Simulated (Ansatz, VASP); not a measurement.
## Rh in VASP and in Ansatz

File INCAR:

```
SYSTEM = Rh
PREC = Accurate
ENCUT = 520
EDIFF = 1E-6
ISMEAR = 0
SIGMA = 0.1
LREAL = .FALSE.
LASPH = .TRUE.
NELM = 100
ALGO = Fast
ISIF = 2
LWAVE = .FALSE.
LCHARG = .FALSE.
GGA = PE
NBANDS = 70
```

KPOINTS

```
Automatic mesh
0
G
  6 6 2
  0 0 0
```

The input POSCAR:

```
Rh
1.0
    3.2669537231      0.0000000000      0.0000000000
   -1.6334768615      2.8292649171      0.0000000000
    0.0000000000      0.0000000000     10.6697739392
Rh
8
Direct
    0.0000000000      0.0000000000      0.0937500000
    0.0000000000      0.0000000000      0.5937500000
    0.0000000000      0.0000000000      0.4062500000
    0.0000000000      0.0000000000      0.9062500000
    0.3333333333      0.6666666667      0.1562500000
    0.6666666667      0.3333333333      0.6562500000
    0.3333333333      0.6666666667      0.3437500000
    0.6666666667      0.3333333333      0.8437500000
```

Input for Ansatz:

```yaml
crystal:
  lattice:
    - [3.2669537231, 0.0, 0.0]
    - [-1.6334768615, 2.8292649171, 0.0]
    - [0.0, 0.0, 10.6697739392]
  atoms:
    - { symbol: Rh, position: [0.0, 0.0, 0.09375] }
    - { symbol: Rh, position: [0.0, 0.0, 0.59375] }
    - { symbol: Rh, position: [0.0, 0.0, 0.40625] }
    - { symbol: Rh, position: [0.0, 0.0, 0.90625] }
    - { symbol: Rh, position: [0.3333333333, 0.6666666667, 0.15625] }
    - { symbol: Rh, position: [0.6666666667, 0.3333333333, 0.65625] }
    - { symbol: Rh, position: [0.3333333333, 0.6666666667, 0.34375] }
    - { symbol: Rh, position: [0.6666666667, 0.3333333333, 0.84375] }
basis:
  ecutwfc: 420
kpoints:
  mp_grid: { grid: [6, 6, 2] }
hamiltonian:
  xc: pbe
scf:
  occupations: { method: gaussian, width: 0.1 }
  lower_state_search: "off"
output:
  forces: true
  stress: true
  eigenvalues: true
```

Alike in both runs: task single point; functional PBE; k mesh 6 × 6 × 2; occupations gaussian, width 0.1 eV; no spin polarisation.

```csv
,VASP,Ansatz
version,VASP 6.6.1,Ansatz 0.2.0
potentials or method,"VASP PAW PBE potentials, release 64 (Rh_pv), cutoff 520 eV","scalar-relativistic, plane waves, PAW"
valence electrons in the cell,120,136
```

|  | VASP | Ansatz | Ansatz less VASP |
| --- | --- | --- | --- |
| gap on the k mesh at the Fermi level (eV) | none | none | - |
| rms of the force components (eV/Å) | 0.143 | 0.145 | +0.0027 |

Atom by atom the forces differ by 0.005 eV/Å (rms over components). A gap of «none» marks a metal or a gap that the smearing closes. With one functional, cell and mesh, what is left measures potentials, basis and numerics. VASP's potentials hold 120 valence electrons a cell and Ansatz's 136, so a difference there can come from the potentials and not from the codes.

The k mesh is coarse, so the values compare programs but aren't converged.
